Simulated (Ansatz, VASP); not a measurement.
# Ba3O2 in VASP and in Ansatz

```
Ba O
1.0
     3.97516    0.00000    0.00000
    -1.98758    3.44259    0.00000
     0.00000    0.00000   10.42728
Ba O
3 2
Direct
  0.00000 0.00000 0.00000
  0.33333 0.66667 0.70521
  0.66667 0.33333 0.29479
  0.33333 0.66667 0.16465
  0.66667 0.33333 0.83535
```

Alike in both runs: functional PBE; k mesh 12 × 12 × 4; occupations gaussian, width 0.1 eV; no spin polarisation.

Ansatz relaxed the structure, and its values are those at the end. VASP's run is a single point on that final structure, the one shown.

|  | VASP | Ansatz |
| --- | --- | --- |
| version | VASP 6.6.1 | Ansatz 0.2.0 |
| potentials or method | VASP PAW PBE potentials, release 64 (Ba_sv, O), cutoff 520 eV | scalar-relativistic, plane waves, PAW |
| valence electrons in the cell | 42 | 42 |

VASP gave:

| Property | Result |
| --- | --- |
| gap on the k mesh at the Fermi level (eV) | none |
| pressure (GPa) | 1.1 |
| rms of the force components (eV/Å) | 0.072 |

Q: Estimate Ansatz's values.

A: gap on the k mesh at the Fermi level (eV): none; pressure (GPa): 0.0; rms of the force components (eV/Å): 0.003.

A gap of «none» marks a metal or a gap that the smearing closes. With one functional, cell and mesh, what is left measures potentials, basis and numerics.

Spin-orbit coupling is off throughout.
